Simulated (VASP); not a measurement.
# Tm2MgC2 (I4/mmm) in VASP: further runs

Runs on Tm2MgC2. Level: PBE. Tasks: single point, relaxation of shape and atoms at fixed volume.

All numbers are computed with VASP 6.6.1; they aren't measurements. Logs are shortened: lines on timing, memory, paths and dates and some standing lists are left out, and cuts for length are marked.

**1. The cell of the first run**

Symmetry: I4/mmm, No. 139, tetragonal system. The conventional cell has a = 5.228 Å, b = 5.228 Å, c = 6.309 Å, α = 90.00°, β = 90.00°, γ = 90.00°. Within 3.7 Å of Tm (site symmetry -4m2) lie 8 C at 2.77 to 3.45 Å and 4 Mg at 3.05 Å and 6 Tm at 3.15 to 3.70 Å. Mg (site symmetry 4/mmm) has 2 C at 2.48 Å and 8 Tm at 3.05 Å within 3.3 Å. Within 1.8 Å of C (site symmetry 4mm) lie 1 C at 1.34 Å.

The cell was built from a structure type or drawn by symmetry, and may not be a known phase.

**2. Single point, PBE**

INCAR

```
SYSTEM = Tm2MgC2
PREC = Accurate
ENCUT = 600
EDIFF = 1E-6
ISMEAR = 0
SIGMA = 0.2
LREAL = .FALSE.
LASPH = .TRUE.
NELM = 200
ALGO = Normal
ISIF = 2
LWAVE = .FALSE.
LCHARG = .FALSE.
GGA = PE
NBANDS = 22
GGA_COMPAT = .FALSE.
LMAXMIX = 6
```

KPOINTS

```
Automatic mesh
0
G
  4 4 4
  0 0 0
```

POSCAR

```
Tm2MgC2
1.0
   -2.6138133625      2.6138133625      3.1547379501
    2.6138133625     -2.6138133625      3.1547379501
    2.6138133625      2.6138133625     -3.1547379501
Tm Mg C
2 1 2
Direct
    0.7500000000      0.2500000000      0.5000000000
    0.2500000000      0.7500000000      0.5000000000
    0.0000000000      0.0000000000      0.0000000000
    0.3936634948      0.3936634948      0.0000000000
    0.6063365052      0.6063365052      0.0000000000
```

Potentials or basis: VASP PAW PBE potentials, release 64 (Tm_3, Mg, C), 4f in core.

Started as:

```console
> cat potpaw_PBE.64/Tm_3/POTCAR potpaw_PBE.64/Mg/POTCAR potpaw_PBE.64/C/POTCAR > POTCAR
> mpirun -np 1 vasp_std > vasp.out
```

OUTCAR:

```text
SYSTEM = Tm2MgC2
   PREC = Accurate
   ENCUT = 600
   EDIFF = 1E-6
   ISMEAR = 0
   LREAL = .FALSE.
   LASPH = .TRUE.
   NELM = 200
   ISIF = 2
   GGA = PE

 ion  position               nearest neighbor table
   1  0.750  0.250  0.500-   5 2.77   4 2.77   4 2.77   5 2.77   3 3.05   3 3.05   3 3.05   3 3.05
                             2 3.15   2 3.15   2 3.70   2 3.70   2 3.70   2 3.70
   2  0.250  0.750  0.500-   5 2.77   4 2.77   4 2.77   5 2.77   3 3.05   3 3.05   3 3.05   3 3.05
                             1 3.15   1 3.15   1 3.70   1 3.70   1 3.70   1 3.70
   3  0.000  0.000  0.000-   4 2.48   5 2.48   1 3.05   2 3.05   1 3.05   2 3.05   1 3.05   2 3.05
                             1 3.05   2 3.05
   4  0.394  0.394  0.000-   5 1.34   3 2.48   1 2.77   2 2.77   2 2.77   1 2.77
   5  0.606  0.606  0.000-   4 1.34   3 2.48   1 2.77   2 2.77   2 2.77   1 2.77

  LATTYP: Found a body centered tetragonal cell.
 ALAT       =     5.2276267250
 C/A-ratio  =     1.2069484361

  Lattice vectors:

 A1 = (  -2.6138133625,   2.6138133625,   3.1547379501)
 A2 = (   2.6138133625,  -2.6138133625,   3.1547379501)
 A3 = (   2.6138133625,   2.6138133625,  -3.1547379501)

Analysis of symmetry for initial positions (statically):
=====================================================================
 Subroutine PRICEL returns:
 Original cell was already a primitive cell.

 Routine SETGRP: Setting up the symmetry group for a
 body centered tetragonal supercell.

 Subroutine GETGRP returns: Found 16 space group operations
 (whereof 16 operations were pure point group operations)
 out of a pool of 16 trial point group operations.

The static configuration has the point symmetry D_4h.

Analysis of symmetry for dynamics (positions and initial velocities):
=====================================================================
 Subroutine PRICEL returns:
 Original cell was already a primitive cell.

 Routine SETGRP: Setting up the symmetry group for a
 body centered tetragonal supercell.

 Subroutine GETGRP returns: Found 16 space group operations
 (whereof 16 operations were pure point group operations)
 out of a pool of 16 trial point group operations.

The dynamic configuration has the point symmetry D_4h.

 Subroutine INISYM returns: Found 16 space group operations
 (whereof 16 operations are pure point group operations),
 and found     1 'primitive' translations

----------------------------------------------------------------------------------------

                                     Primitive cell

  volume of cell :      86.2129

  direct lattice vectors                    reciprocal lattice vectors
    -2.613813363  2.613813363  3.154737950     0.000000000  0.191291393  0.158491769
     2.613813363 -2.613813363  3.154737950     0.191291393  0.000000000  0.158491769
     2.613813363  2.613813363 -3.154737950     0.191291393  0.191291393  0.000000000

  length of vectors
     4.859672018  4.859672018  4.859672018     0.248419078  0.248419078  0.270526883

  position of ions in fractional coordinates (direct lattice)
     0.750000000  0.250000000  0.500000000
     0.250000000  0.750000000  0.500000000
     0.000000000  0.000000000  0.000000000
     0.393663495  0.393663495  0.000000000
     0.606336505  0.606336505  0.000000000

  ion indices of the primitive-cell ions
   primitive index   ion index
                 1           1
                 2           2
                 3           3
                 4           4
                 5           5

----------------------------------------------------------------------------------------

 KPOINTS: Automatic mesh

Automatic generation of k-mesh.
 Grid dimensions read from file:
 generate k-points for:    4    4    4

 Generating k-lattice:

  Cartesian coordinates                     Fractional coordinates (reciprocal lattice)
     0.000000000  0.047822848  0.039622942     0.250000000  0.000000000  0.000000000
     0.047822848  0.000000000  0.039622942     0.000000000  0.250000000  0.000000000
     0.047822848  0.047822848  0.000000000     0.000000000  0.000000000  0.250000000

  Length of vectors
     0.062104769  0.062104769  0.067631721

  Shift w.r.t. Gamma in fractional coordinates (k-lattice)
     0.000000000  0.000000000  0.000000000

 Subroutine IBZKPT returns following result:
 ===========================================

 Found     13 irreducible k-points:

 Following reciprocal coordinates:
            Coordinates               Weight
  0.000000  0.000000  0.000000      1.000000
  0.250000  0.000000  0.000000      8.000000
  0.500000  0.000000  0.000000      4.000000
  0.250000  0.250000  0.000000      8.000000
  0.500000  0.250000 -0.000000     16.000000
 -0.250000  0.250000  0.000000      4.000000
  0.500000  0.500000  0.000000      2.000000
  0.250000  0.250000  0.250000      2.000000
 -0.250000  0.250000  0.250000      4.000000
  0.500000  0.500000  0.250000      4.000000
 -0.250000  0.500000  0.250000      8.000000
 -0.250000 -0.250000  0.250000      2.000000
  0.500000  0.500000  0.500000      1.000000
   k-points           NKPTS =     13   k-points in BZ     NKDIM =     13   number of bands    NBANDS=     22
   number of dos      NEDOS =    301   number of ions     NIONS =      5
   total plane-waves  NPLWV =  64000
   dimension x,y,z NGX =    40 NGY =   40 NGZ =   40
   dimension x,y,z NGXF=    80 NGYF=   80 NGZF=   80
   ions per type =               2   1   2
   NGX,Y,Z   is equivalent  to a cutoff of  13.68, 13.68, 13.68 a.u.
   NGXF,Y,Z  is equivalent  to a cutoff of  27.37, 27.37, 27.37 a.u.
 SYSTEM =  Tm2MgC2
   PREC   = accura    normal or accurate (medium, high low for compatibility)
   ISTART =      0    job   : 0-new  1-cont  2-samecut
   ICHARG =      2    charge: 1-file 2-atom 10-const
   ISPIN  =      1    spin polarized calculation?
   LNONCOLLINEAR =      F non collinear calculations
   LSORBIT =      F    spin-orbit coupling
   LASPH  =      T    aspherical Exc in radial PAW
   ENCUT  =  600.0 eV  44.10 Ry    6.64 a.u.   9.71  9.71  9.71*2*pi/ulx,y,z
   NELM   =    200;   NELMIN=  2; NELMDL= -5     # of ELM steps
   EDIFF  = 0.1E-05   stopping-criterion for ELM
   LREAL  =      F    real-space projection
   EDIFFG = 0.1E-04   stopping-criterion for IOM
   NSW    =      0    number of steps for IOM
   IBRION =     -1    ionic relax: 0-MD 1-quasi-New 2-CG
   NFREE  =      0    steps in history (QN), initial steepest desc. (CG)
   ISIF   =      2    stress and relaxation
   ISYM   =      2    0-nonsym 1-usesym 2-fastsym
   POTIM  = 0.5000    time-step for ionic-motion
   TEBEG  =    0.0;   TEEND  =   0.0 temperature during run
   PSTRESS=    0.0 pullay stress
   NELECT =      28.0000    total number of electrons
   NUPDOWN=      -1.0000    fix difference up-down
   EMIN   =  10.00;   EMAX   =-10.00  energy-range for DOS
   EFERMI =   0.00;   METHOD = LEGACY
   ISMEAR =     0;   SIGMA  =   0.20  broadening in eV -4-tet -1-fermi 0-gaus
   EFERMI_NEDOS =   21; number of points for ismear=-14 and -15
   IALGO  =     38    algorithm
   IMIX   =      4    mixing-type and parameters
     AMIX     =   0.40;   BMIX     =  1.00
     AMIX_MAG =   1.60;   BMIX_MAG =  1.00
  volume/ion in A,a.u.               =      17.24       116.36
  Fermi-wavevector in a.u.,A,eV,Ry     =   1.125304  2.126517 17.229195  1.266310
  Thomas-Fermi vector in A             =   2.261981
   LORBIT       =      0    0 simple, 1 ext, 2 COOP (PROOUT), +10 PAW based schemes
   GGA     = PE    functional components
   LHFCALC =     F    Hartree Fock is set to
   AEXX    =    0.0000 exact exchange contribution
   IVDW    =     0    specifies the selected vdW correction
   LEPSILON=     F    determine dielectric tensor
   LRPA    =     F    only Hartree local field effects (RPA)
 non-spin polarized calculation
 Gauss-broadening in eV      SIGMA  =   0.20
  energy-cutoff  :      600.00
  volume of cell :       86.21
 maximum number of plane-waves:      2941
 NGX is ok and might be reduce to    40
   NGX = 19   NGY = 19   NGZ = 19

 number of electron      28.0000001 magnetization

 Free energy of the ion-electron system (eV)
  ---------------------------------------------------
  ext. energy  EPLUGINS =         0.00000000
  ---------------------------------------------------
  free energy    TOTEN  =       -26.92133924 eV

  energy without entropy =      -26.88567944  energy(sigma->0) =      -26.90350934

 E-fermi :   4.1451     XC(G=0): -10.4223

 val. band max:        4.1244347271   @ k =  -0.2500  -0.2500   0.2500
 cond. band min:       4.1888002860   @ k =  -0.2500   0.2500   0.0000
 fundamental gap:      0.0643655589
 Fermi energy:         4.1451107470

 k-point     1 :       0.0000    0.0000    0.0000
  band No.  band energies     occupation
      1     -21.6586      2.00000
      2     -21.3010      2.00000
      3     -21.3010      2.00000
      4     -21.2315      2.00000
      5     -21.2315      2.00000
      6     -20.9527      2.00000
[... 14 lines left out ...]
     21       9.2861      0.00000
     22       9.2862      0.00000

 k-point     2 :       0.2500    0.0000    0.0000
  band No.  band energies     occupation
      1     -21.5640      2.00000
      2     -21.2965      2.00000
      3     -21.2933      2.00000
      4     -21.2495      2.00000
      5     -21.2441      2.00000
      6     -21.0663      2.00000
[... 14 lines left out ...]
     21       8.2945      0.00000
     22       8.5647      0.00000

 k-point     3 :       0.5000    0.0000    0.0000
  band No.  band energies     occupation
      1     -21.3271      2.00000
      2     -21.3254      2.00000
      3     -21.2783      2.00000
      4     -21.2776      2.00000
      5     -21.2712      2.00000
      6     -21.2710      2.00000
[... 14 lines left out ...]
     21       7.8075      0.00000
     22       8.6165      0.00000
[... 201 lines left out ...]
 k-point    12 :      -0.2500   -0.2500    0.2500
  band No.  band energies     occupation
      1     -21.3512      2.00000
      2     -21.3512      2.00000
      3     -21.3469      2.00000
      4     -21.3040      2.00000
      5     -21.1901      2.00000
      6     -21.1901      2.00000
[... 14 lines left out ...]
     21       7.9209      0.00000
     22       8.1674      0.00000

 k-point    13 :       0.5000    0.5000    0.5000
  band No.  band energies     occupation
      1     -21.7146      2.00000
      2     -21.4007      2.00000
      3     -21.4007      2.00000
      4     -21.1482      2.00000
      5     -21.1482      2.00000
      6     -20.9261      2.00000
[... 14 lines left out ...]
     21       8.8832      0.00000
     22       8.8832      0.00000

------------------------ aborting loop because EDIFF is reached ----------------------------------------

  FORCE on cell =-STRESS in cart. coord.  units (eV):
  Direction    XX          YY          ZZ          XY          YZ          ZX
  --------------------------------------------------------------------------------------
  -------------------------------------------------------------------------------------
  Total        0.2607074      0.2607074      0.5141899      0.0000000     -0.0000000      0.0000000
  in kB        4.8449755      4.8449755      9.5556831      0.0000000     -0.0000000      0.0000000
  external PRESSURE =       6.4152114 kB  Pullay stress =       0.0000000 kB

 VOLUME and BASIS-vectors are now :
 -----------------------------------------------------------------------------
  energy-cutoff  :      600.00
  volume of cell :       86.21
      direct lattice vectors                 reciprocal lattice vectors
    -2.613813363  2.613813363  3.154737950     0.000000000  0.191291393  0.158491769
     2.613813363 -2.613813363  3.154737950     0.191291393  0.000000000  0.158491769
     2.613813363  2.613813363 -3.154737950     0.191291393  0.191291393  0.000000000

 POSITION                                       TOTAL-FORCE (eV/Angst)
 -----------------------------------------------------------------------------------
      0.00000      2.61381      1.57737         0.000000      0.000000     -0.000000
      2.61381      0.00000      1.57737         0.000000      0.000000     -0.000000
      0.00000      0.00000      0.00000         0.000000      0.000000      0.000000
      0.00000      0.00000      2.48381        -0.000000     -0.000000     -0.105034
      0.00000      0.00000      3.82567         0.000000      0.000000      0.105034
 -----------------------------------------------------------------------------------
    total drift:                               -0.000000     -0.000000     -0.000000

  FREE ENERGIE OF THE ION-ELECTRON SYSTEM (eV)
  ---------------------------------------------------
  free  energy   TOTEN  =       -26.9213392444 eV

  energy  without entropy=      -26.8856794430  energy(sigma->0) =      -26.90350934
```

Wall time 35 s (1 thread of Intel Xeon Platinum 8259CL at 2.50GHz (Skylake/Cascade Lake), shared host); peak memory 0.25 GiB.

What came out:

* Free energy: -26.9213 eV
* Pressure: 0.6 GPa
* Largest force: 0.105 eV/Å
* Band gap on the k mesh: zero (bands 14 and 15 overlap by 1.11 eV)

Forces on the atoms (eV/Å):
```
Tm   0.000  0.000  0.000
Tm   0.000  0.000  0.000
Mg   0.000  0.000  0.000
C    0.000  0.000 -0.105
C    0.000  0.000  0.105
```

Stress tensor (GPa, compression positive):
```
0.48 0.00 0.00
0.00 0.48 0.00
0.00 0.00 0.96
```

Caveat: the k points lie up to 0.39 Å⁻¹ apart, too coarse for converged energies and pressures of a metal; spin-orbit coupling is left out, which moves the levels of the heavy elements; the 4f electrons are frozen in the core, so they carry no moment and show no levels.

**3. Relaxation of shape and atoms at fixed volume, PBE (17.60 Å³/atom)**

This run uses another cell than the first one, of 17.60 Å³/atom.

INCAR

```
PREC = Accurate
ENCUT = 600
EDIFF = 1E-7
ISMEAR = 0
SIGMA = 0.1
LREAL = F
LASPH = T
NELM = 200
ALGO = Normal
ISIF = 4
LWAVE = F
LCHARG = F
GGA = PE
IBRION = 2
NSW = 50
EDIFFG = -0.01
GGA_COMPAT = F
NELMIN = 4
LMAXMIX = 6
```

KPOINTS

```
regular mesh
0
Gamma
  12 12 12
```

POSCAR

```
Tm2MgC2
1.0
   -1.7805886431      1.7805886431      6.9408599537
    1.7805886431     -1.7805886431      6.9408599537
    1.7805886431      1.7805886431     -6.9408599537
Tm Mg C
2 1 2
Direct
    0.6659781017      0.6659781017      0.0000000000
    0.3340218983      0.3340218983      0.0000000000
    0.0000000000      0.0000000000      0.0000000000
    0.8421113881      0.8421113881      0.0000000000
    0.1578886119      0.1578886119      0.0000000000
```

Potentials or basis: VASP PAW PBE potentials, release 64 (Tm_3, Mg, C), 4f in core.

Started as:

```console
> cat potpaw_PBE.64/Tm_3/POTCAR potpaw_PBE.64/Mg/POTCAR potpaw_PBE.64/C/POTCAR > POTCAR
> mpirun -np 1 vasp_std > vasp.out
```

It took 23 min on 1 thread of Intel Xeon 6975P-C (Granite Rapids), shared host; peak memory 0.77 GiB.

It converged, with:

- Free energy: -29.5866 eV
- Energy gained by relaxing: 0.3 meV/atom
- Ionic steps: 4
- Pressure after relaxing: -2.0 GPa
- Largest force after relaxing: 0.005 eV/Å
- Band gap on the k mesh: zero (bands 14 and 15 overlap by 1.09 eV)

Forces on the atoms (eV/Å):
```
Tm   0.000  0.000  0.002
Tm   0.000  0.000 -0.002
Mg   0.000  0.000  0.000
C    0.000  0.000  0.005
C    0.000  0.000 -0.005
```

The path:
| step | energy change (eV) | largest force (eV/Å) | pressure (GPa) | volume (Å³) |
| --- | --- | --- | --- | --- |
| 1 | 0.0000 | 0.1095 | -2.18 | 88.02 |
| 2 | -0.0010 | 0.0545 | -2.08 | 88.02 |
| 3 | -0.0012 | 0.0107 | -1.99 | 88.02 |
| 4 | -0.0013 | 0.0047 | -1.98 | 88.02 |

Final structure:
```cif
data_structure
_symmetry_space_group_name_H-M 'P 1'
_symmetry_Int_Tables_number 1
_cell_length_a 7.3773
_cell_length_b 7.3773
_cell_length_c 7.3773
_cell_angle_alpha 152.051
_cell_angle_beta 152.051
_cell_angle_gamma 39.938
_cell_volume 88.02
loop_
_atom_site_label
_atom_site_type_symbol
_atom_site_fract_x
_atom_site_fract_y
_atom_site_fract_z
_atom_site_occupancy
Tm1 Tm 0.66674 0.66674 0.00000 1
Tm2 Tm 0.33326 0.33326 0.00000 1
Mg1 Mg 0.00000 0.00000 0.00000 1
C1 C 0.84224 0.84224 0.00000 1
C2 C 0.15776 0.15776 0.00000 1
```

Levels at points of the mesh, in eV from the Fermi level:
```csv
k point,band 12,band 13,band 14,band 15,band 16,band 17
"(0.00, 0.00, 0.00)",0.60,0.67,0.67,0.68,0.68,2.08
"(0.50, 0.00, 0.00)",-1.53,-1.25,-1.22,-0.28,2.56,4.33
"(0.50, 0.50, 0.00)",-1.05,-0.81,-0.62,-0.11,1.12,1.85
"(0.50, 0.50, 0.50)",0.64,0.64,0.80,0.80,1.73,2.36
```

Caveat: spin-orbit coupling is left out, which moves the levels of the heavy elements; the 4f electrons are frozen in the core, so they carry no moment and show no levels.

(Continued in part 2 of 2.)
